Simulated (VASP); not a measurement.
The system is MgSi2N2.

```
Mg Si N
1.0
     4.11150    0.00000    0.00000
    -2.05575    3.56066    0.00000
     0.00000    0.00000    4.43919
Mg Si N
1 2 2
Direct
  0.00000 0.00000 0.00000
  0.33333 0.66667 0.34463
  0.66667 0.33333 0.65537
  0.33333 0.66667 0.99835
  0.66667 0.33333 0.00165
```

* Program: VASP 6.6.1
* Task: relaxation of cell and atoms
* Functional: PBE
* Potentials or basis: VASP PAW PBE potentials, release 64 (Mg, Si, N)
* Cutoff: 600 eV
* k mesh: 6 × 6 × 4
* Occupations: gaussian, width 0.1 eV
* Spin: no spin polarisation

At the start: pressure 19.2 GPa; volume 13.00 Å³/atom.

Problem. Where does the relaxation end?

Solution. Over 46 steps the energy falls by 861.7 meV/atom and the volume is 13.80 Å³/atom (+6.2 %); space group P-3m1 (No. 164, to 0.05 Å).

The path:
```tsv
step	energy change (eV)	largest force (eV/Å)	pressure (GPa)	volume (Å³)
1	0.0000	7.6856	19.20	64.99
3	0.9699	2.6763	-16.51	76.81
5	-0.8971	2.9028	-9.44	69.33
7	-1.0911	1.8310	-2.83	67.35
9	-1.4808	1.5397	-1.36	66.10
11	-2.0207	0.3146	4.24	63.00
13	-2.0928	0.9465	-1.85	66.77
15	-2.3186	0.2232	-1.86	71.09
17	-2.3480	0.7886	-0.11	72.94
19	-2.4302	0.9429	-0.39	74.78
21	-2.5754	3.1767	0.43	83.02
23	-2.7189	3.0189	-1.89	85.88
25	-2.8495	2.6430	-5.69	89.83
27	-3.2053	1.2892	-12.47	87.45
29	-3.6507	1.3743	-9.14	80.45
31	-3.9116	1.7868	-1.36	71.80
33	-4.0109	0.2123	2.17	71.33
35	-4.2177	0.5336	-1.57	72.42
37	-4.2613	0.7882	-4.67	71.67
39	-4.3018	0.2910	-1.42	69.78
41	-4.3068	0.1602	0.24	68.69
43	-4.3078	0.1100	0.34	68.79
45	-4.3086	0.0405	-0.38	69.04
46	-4.3086	0.0315	-0.26	69.00
```

Final structure:
```cif
data_structure
_symmetry_space_group_name_H-M 'P 1'
_symmetry_Int_Tables_number 1
_cell_length_a 3.4383
_cell_length_b 3.4383
_cell_length_c 6.7395
_cell_angle_alpha 90.000
_cell_angle_beta 90.000
_cell_angle_gamma 120.000
_cell_volume 69.00
loop_
_atom_site_label
_atom_site_type_symbol
_atom_site_fract_x
_atom_site_fract_y
_atom_site_fract_z
_atom_site_occupancy
Mg1 Mg 0.00000 0.00000 0.00000 1
Si1 Si 0.33333 0.66667 0.39810 1
Si2 Si 0.66667 0.33333 0.60190 1
N1 N 0.33333 0.66667 0.15731 1
N2 N 0.66667 0.33333 0.84269 1
```
